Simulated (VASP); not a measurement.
Wanted: the native input for a VASP 6.6.1 run.

* Task: single point
* Functional: PBEsol
* Potentials or basis: VASP PAW PBE potentials, release 64 (I)
* Cutoff: 520 eV
* k mesh: 9 × 9 × 9
* Occupations: fermi-dirac, width 0.05 eV
* Spin: no spin polarisation
* Dipole correction: no
* Further INCAR settings: ALGO = Normal; EDIFF = 1e-07; NBANDS = 10

The structure of I lies in POSCAR:

```
I
1.0
    0.0000000000      2.3497234514      3.8835988039
    2.1775319666      0.0000000000      3.8835988039
    2.1775319666      2.3497234514      0.0000000000
I
1
Direct
    0.0000000000      0.0000000000      0.0000000000
```

The input as run:

INCAR

```
SYSTEM = I
ALGO     = Normal         ! electronic algorithm
EDIFF    = 1E-7           ! SCF threshold, eV
ENCUT    = 520            ! plane-wave cutoff, eV
GGA      = PS             ! functional
ISIF     = 2              ! what is computed and relaxed
ISMEAR   = -1             ! smearing method
LASPH    = .True.         ! aspherical terms in the spheres
LCHARG   = .True.         ! write CHGCAR
LELF     = .True.         ! ELF
LREAL    = .False.        ! projectors in reciprocal space
LVHAR    = .True.       
LWAVE    = .False.        ! write WAVECAR
NBANDS   = 10             ! bands
NELM     = 80             ! most SCF steps
PREC     = Accurate       ! precision mode
SIGMA    = 0.05           ! smearing width, eV
```

KPOINTS

```
k-points
0
Gamma
  9 9 9
  0 0 0
```

Potentials or basis: VASP PAW PBE potentials, release 64 (I).

Run with:

```sh
$ cat potpaw_PBE.64/I/POTCAR > POTCAR
$ mpirun -np 1 vasp_std > vasp.out
```

Results of the run:

```json
{"Pressure": "-0.9 GPa"}
```

Caveat: the PAW data sets were made with another functional, which shifts forces and pressure a little; an odd number of electrons without spin polarisation forces a metal; a magnetic or distorted state may lie lower.

It took 17 s on 1 thread of Intel(R) Xeon(R) 6975P-C (Granite Rapids), on a shared host, peak memory 0.2 GiB.
